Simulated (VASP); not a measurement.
The system is Mg3SeS2.

```
Mg Se S
1.0
     6.28904    0.00000    0.00000
    -3.14452    5.44647    0.00000
     0.00000    0.00000    4.22617
Mg Se S
3 1 2
Direct
  0.50000 0.00000 0.00000
  0.00000 0.50000 0.00000
  0.50000 0.50000 0.00000
  0.00000 0.00000 0.50000
  0.33333 0.66667 0.00000
  0.66667 0.33333 0.00000
```

* Program: VASP 6.6.1
* Task: relaxation of cell and atoms
* Functional: PBE
* Potentials or basis: VASP PAW PBE potentials, release 64 (Mg, Se, S)
* Cutoff: 600 eV
* k mesh: 3 × 3 × 4
* Occupations: gaussian, width 0.1 eV
* Spin: no spin polarisation

At the start: pressure 48.2 GPa; volume 24.13 Å³/atom.

Question: Where does the relaxation end?

Answer: Over 10 steps the energy falls by 2021.8 meV/atom and the volume is 34.01 Å³/atom (+41.0 %); space group P6/mmm (No. 191, to 0.05 Å).

Step by step:
```
step  energy change (eV)  largest force (eV/Å)  pressure (GPa)  volume (Å³)
   1              0.0000                0.0000           48.20       144.76
   2             -8.1217                0.0000           -4.95       335.24
   3            -12.0254                0.0000           -0.65       227.27
   4            -12.0282                0.0000           -0.37       225.45
   5            -12.0264                0.0000           -0.08       223.66
   6            -12.0391                0.0000           -0.04       221.54
   7            -12.0760                0.0000            0.10       215.16
   8            -12.1252                0.0000            0.45       202.40
   9            -12.1118                0.0000           -0.80       207.24
  10            -12.1306                0.0000           -0.01       204.08
```

Final structure:
```yaml
crystal:
  lattice:
    - [7.88634, 0.00000, 0.00000]
    - [-3.94317, 6.82977, 0.00000]
    - [0.00000, 0.00000, 3.78889]
  atoms:
    - { symbol: Mg, position: [0.50000, 0.00000, 0.00000] }
    - { symbol: Mg, position: [0.00000, 0.50000, 0.00000] }
    - { symbol: Mg, position: [0.50000, 0.50000, 0.00000] }
    - { symbol: Se, position: [0.00000, 0.00000, 0.50000] }
    - { symbol: S, position: [0.33333, 0.66667, 0.00000] }
    - { symbol: S, position: [0.66667, 0.33333, 0.00000] }
```

Caveat: the k points lie up to 0.41 Å⁻¹ apart in the final cell; the volume moved by over 15 % at a fixed basis, so the end points are rough.
